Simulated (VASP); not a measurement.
A run of VASP 6.6.1:

The input INCAR:

```
SYSTEM = CaPb3
PREC = Accurate
ENCUT = 600
EDIFF = 1E-6
ISMEAR = 0
SIGMA = 0.2984
LREAL = .FALSE.
LASPH = .TRUE.
NELM = 80
ALGO = Normal
ISIF = 3
LWAVE = .FALSE.
LCHARG = .FALSE.
GGA = PS
IBRION = 2
NSW = 60
EDIFFG = -0.01
```

KPOINTS

```
regular mesh
0
G
  4 4 4
  0 0 0
```

POSCAR

```
CaPb3
1.0
    4.8503640000      0.0000000000      0.0000000000
    0.0000000000      4.8503640000      0.0000000000
    0.0000000000      0.0000000000      4.8503640000
Ca Pb
1 3
Direct
    0.0000000000      0.0000000000      0.0000000000
    0.0000000000      0.5000000000      0.5000000000
    0.5000000000      0.0000000000      0.5000000000
    0.5000000000      0.5000000000      0.0000000000
```

Potentials or basis: VASP PAW PBE potentials, release 64 (Ca_sv, Pb_d).

The run is started by

```console
$ cat potpaw_PBE.64/Ca_sv/POTCAR potpaw_PBE.64/Pb_d/POTCAR > POTCAR
$ mpirun -np 1 vasp_std > vasp.out
```

Hardware: 1 thread of AMD EPYC 9R45 96-Core Processor (Zen 5), with other jobs on the host.

Problem. How long does it take, and how much memory?

Solution. It took 58 s on 1 thread of AMD EPYC 9R45 96-Core Processor (Zen 5) (shared host), peak memory 0.23 GiB. Counts: scf iterations 29, k points 10, ion steps 3.
